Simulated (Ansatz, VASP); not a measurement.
# SnO2 in VASP and in Ansatz

```
Sn O
1.0
     3.38726    1.95563    4.12545
    -3.38726    1.95563    4.12545
     0.00000   -3.91127    4.12545
Sn O
4 8
Direct
  0.86468 0.86468 0.86468
  0.36482 0.36482 0.86482
  0.36482 0.86482 0.36482
  0.86482 0.36482 0.36482
  0.12350 0.62335 0.62335
  0.62335 0.12350 0.62335
  0.62335 0.62335 0.12350
  0.60621 0.60621 0.60621
  0.12347 0.12347 0.12347
  0.10609 0.10609 0.60624
  0.10609 0.60624 0.10609
  0.60624 0.10609 0.10609
```

Alike in both runs: task single point; functional PBEsol; k mesh 6 × 6 × 6; occupations gaussian, width 0.05 eV; no spin polarisation.

|  | VASP | Ansatz |
| --- | --- | --- |
| version | VASP 6.6.1 | Ansatz 0.2.0 |
| potentials or method | VASP PAW PBE potentials, release 64 (Sn_d, O), cutoff 520 eV | scalar-relativistic, plane waves, PAW |
| valence electrons in the cell | 104 | 104 |

Ansatz gave:

```
gap on the k mesh at the Fermi level (eV)                     : 0.61
least direct gap on the mesh (eV)                             : 0.61
pressure (GPa)                                                : -12.5
traceless stress, the component that is largest in VASP (GPa) : 8.86
rms of the force components (eV/Å)                            : 0.082
```

Question: Which values does VASP return?

Answer: gap on the k mesh at the Fermi level (eV): 0.60; least direct gap on the mesh (eV): 0.60; pressure (GPa): -12.0; traceless stress, the component that is largest in VASP (GPa): 8.41; rms of the force components (eV/Å): 0.063.

VASP's potentials were made for PBE, not for PBEsol, and Ansatz warns of the same on its side. Atom by atom the forces differ by 0.020 eV/Å (rms over components).
